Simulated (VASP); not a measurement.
Set up this calculation in VASP 6.6.1, as the native input.

- Task: relaxation of cell and atoms
- Functional: RPBE
- Potentials or basis: VASP PAW PBE potentials, release 64 (Nb_sv)
- Cutoff: 500 eV
- k mesh: 9 × 9 × 9
- Occupations: gaussian, width 0.1 eV
- Spin: no spin polarisation
- Dipole correction: no
- Further INCAR settings: ALGO = Normal; EDIFF = 1e-07; IBRION = 2; EDIFFG = -0.02; NSW = 80; ISIF = 3

The structure of Nb lies in POSCAR:

```
Nb
1.0
    0.0000000000      2.0950000000      2.0950000000
    2.0950000000      0.0000000000      2.0950000000
    2.0950000000      2.0950000000      0.0000000000
Nb
1
Direct
    0.0000000000      0.0000000000      0.0000000000
```

This isn't the form of Nb at room conditions, which is bcc.

These files were run (other wordings do the same):

INCAR

```
SYSTEM = Nb
  PREC = Accurate
  ENCUT = 500
  EDIFF = 1E-7
  ISMEAR = 0
  SIGMA = 0.1
  LREAL = .FALSE.
  LASPH = .TRUE.
  NELM = 120
  ALGO = Normal
  ISIF = 3
  LWAVE = .FALSE.
  LCHARG = .FALSE.
  GGA = RP
  IBRION = 2
  NSW = 80
  EDIFFG = -0.02
  GGA_COMPAT = .FALSE.
  NELMIN = 4
```

KPOINTS

```
regular mesh
0
G
  9 9 9
  0 0 0
```

Potentials or basis: VASP PAW PBE potentials, release 64 (Nb_sv).

Command:

```console
$ cat potpaw_PBE.64/Nb_sv/POTCAR > POTCAR
$ mpirun -np 1 vasp_std > vasp.out
```

Results of the run:

* Relaxed volume: 19.19 Å³/atom
* Relaxed cell: a = 3.005 Å, b = 3.005 Å, c = 3.005 Å, α = 60.00°, β = 60.00°, γ = 60.00°
* Space group after relaxing (to 0.1 Å): Fm-3m (No. 225)
* Energy gained by relaxing: 17.0 meV/atom
* Ionic steps: 3
* Pressure after relaxing: -0.1 GPa
* Band gap on the k mesh: zero (an odd number of electrons rules out a gap without spin polarisation)

Caveat: the PAW data sets were made with another functional, which shifts forces and pressure a little.

Run time: 16 s on 1 thread of Intel(R) Xeon(R) Platinum 8488C (Sapphire Rapids), on a shared host, peak memory 0.14 GiB.
